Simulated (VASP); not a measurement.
# SnTe (Fm-3m) in VASP: vibrations by perturbation theory with LDA

Aim: the vibrations by perturbation theory of SnTe with LDA.

Everything below comes from runs of VASP 6.6.1. Logs are shortened: lines on timing, memory, paths and dates and some standing lists are left out, and cuts for length are marked.

### 1 The cell of the first run

The structure is cubic, space group Fm-3m (No. 225). The conventional cell has a = 6.237 Å, b = 6.237 Å, c = 6.237 Å, α = 90.00°, β = 90.00°, γ = 90.00°. Within 4.1 Å of Sn (site symmetry m-3m) lie 6 Te at 3.12 Å. Within 4.1 Å of Te (site symmetry m-3m) lie 6 Sn at 3.12 Å.

### 2 Vibrations by perturbation theory, LDA

Input file INCAR:

```
PREC = Accurate ; ENCUT = 520
EDIFF = 1E-8 ; ISMEAR = 0
SIGMA = 0.03 ; LREAL = F
LASPH = T ; NELM = 80
ALGO = Normal ; ISIF = 2
LWAVE = F ; LCHARG = F
GGA = CA ; IBRION = 8
NSW = 1
```

Input file KPOINTS:

```
Automatic mesh
0
Gamma
  10 10 10
```

Input file POSCAR:

```
SnTe
1.0
    0.0000000000      3.1185587808      3.1185587808
    3.1185587808      0.0000000000      3.1185587808
    3.1185587808      3.1185587808      0.0000000000
Sn Te
1 1
Direct
    0.0000000000      0.0000000000      0.0000000000
    0.5000000000      0.5000000000      0.5000000000
```

Potentials or basis: VASP PAW LDA potentials, release 64 (Sn_d, Te).

Launch:

```console
cat potpaw_LDA.64/Sn_d/POTCAR potpaw_LDA.64/Te/POTCAR > POTCAR
mpirun -np 1 vasp_std > vasp.out
```

OUTCAR:

```text
PREC = Accurate
   ENCUT = 520
   EDIFF = 1E-8
   ISMEAR = 0
   LREAL = F
   LASPH = T
   NELM = 80
   ISIF = 2
   GGA = CA
   IBRION = 8
   NSW = 1

 ion  position               nearest neighbor table
   1  0.000  0.000  0.000-   2 3.12   2 3.12   2 3.12   2 3.12   2 3.12   2 3.12
   2  0.500  0.500  0.500-   1 3.12   1 3.12   1 3.12   1 3.12   1 3.12   1 3.12

  LATTYP: Found a face centered cubic cell.
 ALAT       =     6.2371175616

  Lattice vectors:

 A1 = (   0.0000000000,   3.1185587808,   3.1185587808)
 A2 = (   3.1185587808,   0.0000000000,   3.1185587808)
 A3 = (   3.1185587808,   3.1185587808,   0.0000000000)

Analysis of symmetry for initial positions (statically):
=====================================================================
 Subroutine PRICEL returns:
 Original cell was already a primitive cell.

 Routine SETGRP: Setting up the symmetry group for a
 face centered cubic supercell.

 Subroutine GETGRP returns: Found 48 space group operations
 (whereof 48 operations were pure point group operations)
 out of a pool of 48 trial point group operations.

The static configuration has the point symmetry O_h .

Analysis of symmetry for dynamics (positions and initial velocities):
=====================================================================
 Subroutine PRICEL returns:
 Original cell was already a primitive cell.

 Routine SETGRP: Setting up the symmetry group for a
 face centered cubic supercell.

 Subroutine GETGRP returns: Found 48 space group operations
 (whereof 48 operations were pure point group operations)
 out of a pool of 48 trial point group operations.

The dynamic configuration has the point symmetry O_h .

 Subroutine INISYM returns: Found 48 space group operations
 (whereof 48 operations are pure point group operations),
 and found     1 'primitive' translations

----------------------------------------------------------------------------------------

                                     Primitive cell

  volume of cell :      60.6585

  direct lattice vectors                    reciprocal lattice vectors
     0.000000000  3.118558781  3.118558781    -0.160330472  0.160330472  0.160330472
     3.118558781  0.000000000  3.118558781     0.160330472 -0.160330472  0.160330472
     3.118558781  3.118558781  0.000000000     0.160330472  0.160330472 -0.160330472

  length of vectors
     4.410308123  4.410308123  4.410308123     0.277700523  0.277700523  0.277700523

  position of ions in fractional coordinates (direct lattice)
     0.000000000  0.000000000  0.000000000
     0.500000000  0.500000000  0.500000000

  ion indices of the primitive-cell ions
   primitive index   ion index
                 1           1
                 2           2

----------------------------------------------------------------------------------------

 KPOINTS: Automatic mesh

Automatic generation of k-mesh.
 Grid dimensions read from file:
 generate k-points for:   10   10   10

 Generating k-lattice:

  Cartesian coordinates                     Fractional coordinates (reciprocal lattice)
    -0.016033047  0.016033047  0.016033047     0.100000000  0.000000000  0.000000000
     0.016033047 -0.016033047  0.016033047     0.000000000  0.100000000  0.000000000
     0.016033047  0.016033047 -0.016033047     0.000000000  0.000000000  0.100000000

  Length of vectors
     0.027770052  0.027770052  0.027770052

  Shift w.r.t. Gamma in fractional coordinates (k-lattice)
     0.000000000  0.000000000  0.000000000

 Subroutine IBZKPT returns following result:
 ===========================================

 Found     47 irreducible k-points:
[... 86 lines left out ...]

 number of electron      19.9999997 magnetization

 Free energy of the ion-electron system (eV)
  ---------------------------------------------------
  ext. energy  EPLUGINS =         0.00000000
  ---------------------------------------------------
  free energy    TOTEN  =        -8.83237819 eV

  energy without entropy =       -8.83237819  energy(sigma->0) =       -8.83237819

 E-fermi :   7.1673     XC(G=0):  -9.8749

 val. band max:        7.0629081204   @ k =   0.5000   0.0000   0.0000
 cond. band min:       7.2716797068   @ k =   0.5000   0.0000   0.0000
 fundamental gap:      0.2087715864
 Fermi energy:         7.1673107469

 k-point     1 :       0.0000    0.0000    0.0000
  band No.  band energies     occupation
      1     -14.6758      2.00000
      2     -14.6758      2.00000
      3     -14.6647      2.00000
      4     -14.6647      2.00000
      5     -14.6647      2.00000
      6      -5.9186      2.00000
      7       2.4645      2.00000
      8       4.9257      2.00000
      9       4.9257      2.00000
     10       4.9257      2.00000
     11      10.4841      0.00000
     12      10.4841      0.00000
     13      10.4841      0.00000
     14      11.8550      0.00000
[... 377 lines left out ...]
      1     -14.6914      2.00000
      2     -14.6723      2.00000
      3     -14.6677      2.00000
      4     -14.6552      2.00000
      5     -14.6548      2.00000
      6      -4.6566      2.00000
      7       0.1095      2.00000
      8       3.0227      2.00000
      9       3.6129      2.00000
     10       3.8366      2.00000
     11       9.7384      0.00000
     12      11.0505      0.00000
     13      11.1361      0.00000
     14      11.5471      0.00000

 [... further k-points ...]

------------------------ aborting loop because EDIFF is reached ----------------------------------------

  FORCE on cell =-STRESS in cart. coord.  units (eV):
  Direction    XX          YY          ZZ          XY          YZ          ZX
  --------------------------------------------------------------------------------------
  -------------------------------------------------------------------------------------
  Total        0.0076565      0.0076565      0.0076565     -0.0000000      0.0000000      0.0000000
  in kB        0.2022323      0.2022323      0.2022323     -0.0000000      0.0000000      0.0000000
  external PRESSURE =       0.2022323 kB  Pullay stress =       0.0000000 kB

 VOLUME and BASIS-vectors are now :
 -----------------------------------------------------------------------------
  energy-cutoff  :      520.00
  volume of cell :       60.66
      direct lattice vectors                 reciprocal lattice vectors
     0.000000000  3.118558781  3.118558781    -0.160330472  0.160330472  0.160330472
     3.118558781  0.000000000  3.118558781     0.160330472 -0.160330472  0.160330472
     3.118558781  3.118558781  0.000000000     0.160330472  0.160330472 -0.160330472

 POSITION                                       TOTAL-FORCE (eV/Angst)
 -----------------------------------------------------------------------------------
      0.00000      0.00000      0.00000         0.000000     -0.000000     -0.000000
      3.11856      3.11856      3.11856        -0.000000      0.000000      0.000000
 -----------------------------------------------------------------------------------
    total drift:                               -0.000000      0.000000      0.000000

  FREE ENERGIE OF THE ION-ELECTRON SYSTEM (eV)
  ---------------------------------------------------
  free  energy   TOTEN  =        -8.8323781862 eV

  energy  without entropy=       -8.8323781855  energy(sigma->0) =       -8.83237819

[... ionic steps 2 to 3 ...]

--------------------------------------- Ionic step        4  -------------------------------------------

------------------------ aborting loop because EDIFF is reached ----------------------------------------

[... ionic steps 5 to 6 ...]

--------------------------------------- Ionic step        7  -------------------------------------------

 Free energy of the ion-electron system (eV)
  ---------------------------------------------------
  ---------------------------------------------------
  free energy    TOTEN  =        -0.04881502 eV

  energy without entropy =       -0.04881502

------------------------ aborting loop because EDIFF is reached ----------------------------------------

 INTERNAL STRAIN TENSOR  FOR ION    2  DIRECTION 1   (eV/Angst):
 -----------------------------------------------------------------------------
    -0.00566  0.00000 -0.00000
    -0.00000  0.00761  0.00000
     0.00000  0.00000  0.00761

 INTERNAL STRAIN TENSOR FOR ION    2 for displacements in x,y,z  (eV/Angst):
          X           Y           Z          XY          YZ          ZX
  --------------------------------------------------------------------------------
  x     0.00000     0.00000     0.00000     0.00000     0.00000     0.00000
  y     0.00000     0.00000     0.00000     0.00000     0.00000     0.00000
  z     0.00000     0.00000     0.00000     0.00000     0.00000     0.00000

 SECOND DERIVATIVES (NOT SYMMETRIZED)
 ------------------------------------
               1X          1Y          1Z          2X          2Y          2Z
  1X    -0.156615    0.000000    0.000000    0.156615    0.000000    0.000000
  1Y     0.000000   -0.156615    0.000000    0.000000    0.156615    0.000000
  1Z     0.000000    0.000000   -0.156615    0.000000    0.000000    0.156615
  2X     0.174905    0.000000    0.000000   -0.174905    0.000000    0.000000
  2Y     0.000000    0.174905    0.000000    0.000000   -0.174905    0.000000
  2Z     0.000000    0.000000    0.174905    0.000000    0.000000   -0.174905

 Eigenvectors and eigenvalues of the dynamical matrix
 ----------------------------------------------------

   1 f  =    0.811140 THz     5.096543 2PiTHz   27.056718 cm-1     3.354604 meV
             X         Y         Z           dx          dy          dz
      0.000000  0.000000  0.000000    -0.700326    0.000000    0.000000
      3.118559  3.118559  3.118559     0.713823   -0.000000    0.000000
[... 21 lines left out ...]
   6 f/i=    0.022388 THz     0.140670 2PiTHz    0.746792 cm-1     0.092590 meV
             X         Y         Z           dx          dy          dz
      0.000000  0.000000  0.000000     0.326888   -0.423074    0.472965
      3.118559  3.118559  3.118559     0.320707   -0.415075    0.464022

--------------------------------------------------------------------------------------------------------

 ELASTIC MODULI CONTR FROM IONIC RELAXATION (kBar)
 Direction    XX          YY          ZZ          XY          YZ          ZX
 --------------------------------------------------------------------------------
 XX           0.0000      0.0000      0.0000      0.0000      0.0000      0.0000
 YY           0.0000      0.0000      0.0000      0.0000      0.0000      0.0000
 ZZ           0.0000      0.0000      0.0000      0.0000      0.0000      0.0000
 XY           0.0000      0.0000      0.0000      0.0000      0.0000      0.0000
 YZ           0.0000      0.0000      0.0000      0.0000      0.0000      0.0000
 ZX           0.0000      0.0000      0.0000      0.0000      0.0000      0.0000
 --------------------------------------------------------------------------------
```

Wall time 3.5 min (1 thread of Intel Xeon Platinum 8488C (Sapphire Rapids), shared host); peak memory 0.38 GiB.

What came out:

- Highest phonon frequency at Γ, LO-TO splitting left out: 27 cm⁻¹

Phonon frequencies in cm⁻¹ (negative: imaginary):
| q point | frequencies |
| --- | --- |
| (0.000, 0.000, 0.000) | -1 -1 -1 27 27 27 |

Caveat: spin-orbit coupling is left out, which moves the levels of the heavy elements.
